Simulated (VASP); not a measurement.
Here is a VASP 6.6.1 calculation.

The input POSCAR:

```
GaN
1.0
    0.0000000000      2.2489525415      2.2489525415
    2.2253385398      0.0000000000      2.2489525415
    2.2253385398      2.2489525415      0.0000000000
Ga N
1 1
Direct
    0.0000000000      0.0000000000      0.0000000000
    0.2500000000      0.2500000000      0.2500000000
```

INCAR.step1

```
SYSTEM = GaN
PREC = Accurate
ENCUT = 520
EDIFF = 1E-5
ISMEAR = 0
SIGMA = 0.01
LREAL = .FALSE.
LASPH = .TRUE.
NELM = 80
ALGO = Normal
ISIF = 2
LWAVE = .TRUE.
LCHARG = .FALSE.
GGA = PE
NBANDS = 16
```

INCAR.step2

```
SYSTEM = GaN
PREC = Accurate
ENCUT = 520
EDIFF = 1E-6
ISMEAR = 0
SIGMA = 0.01
LREAL = .FALSE.
LASPH = .TRUE.
NELM = 80
ALGO = Normal
ISIF = 2
LWAVE = .FALSE.
LCHARG = .FALSE.
GGA = PE
LHFCALC = .TRUE.
HFSCREEN = 0.2079
PRECFOCK = Normal
ISTART = 1
NBANDS = 16
```

Contents of KPOINTS:

```
regular mesh
0
G
  6 6 6
  0 0 0
```

Potentials or basis: VASP PAW PBE potentials, release 64 (Ga_d, N).

Run with:

```console
$ cat potpaw_PBE.64/Ga_d/POTCAR potpaw_PBE.64/N/POTCAR > POTCAR
$ cp INCAR.step1 INCAR
$ mpirun -np 1 vasp_std > vasp.out
$ cp INCAR.step2 INCAR
$ mpirun -np 1 vasp_std > vasp.out
```

Task: Predict the band gap on the k mesh.

Result: 3.07 eV.

Task: What does it give for the pressure?

Result: 2.0 GPa.

Stress tensor (GPa, compression positive):
```
2.94 0.00 0.00
0.00 1.57 0.00
0.00 0.00 1.57
```

Caveat: the cell differs from its parent crystal (uniaxial x strain -1.1%); the structure was generated, so it needn't be the stable form of GaN; the PAW data sets were made with another functional, which shifts forces and pressure a little.
